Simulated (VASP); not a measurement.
GaP, 2 atoms in the cell. Symmetry: F-43m, No. 216, cubic system. Conventional cell: a = 5.430 Å, b = 5.430 Å, c = 5.430 Å, α = 90.00°, β = 90.00°, γ = 90.00°. Within 3.1 Å of Ga (site symmetry -43m) lie 4 P at 2.35 Å. Within 3.1 Å of P (site symmetry -43m) lie 4 Ga at 2.35 Å. 

```yaml
Program: VASP 6.6.1
Task: single point
Functional: r2SCAN
Dispersion: D4
Potentials_or_basis: VASP PAW PBE potentials, release 64 (Ga_d, P)
Cutoff: 520 eV
k_mesh: 8 × 8 × 8
Occupations: fermi-dirac, width 0.05 eV
Spin: no spin polarisation
Dipole_correction: no
Further_INCAR_settings: ALGO = Normal; EDIFF = 1e-06; NBANDS = 16
```

Potentials or basis: VASP PAW PBE potentials, release 64 (Ga_d, P).

Launch:

```console
$ cat potpaw_PBE.64/Ga_d/POTCAR potpaw_PBE.64/P/POTCAR > POTCAR
$ cp INCAR.step1 INCAR
$ mpirun -np 1 vasp_std > vasp.out
$ cp INCAR.step2 INCAR
$ mpirun -np 1 vasp_std > vasp.out
```

Hardware: 1 thread of Intel(R) Xeon(R) 6975P-C (Granite Rapids), on a shared host.

Problem. How long does it take, and how much memory?

Solution. Run time: 48 s on 1 thread of Intel(R) Xeon(R) 6975P-C (Granite Rapids), on a shared host, peak memory 0.17 GiB. Counts: k points 29.
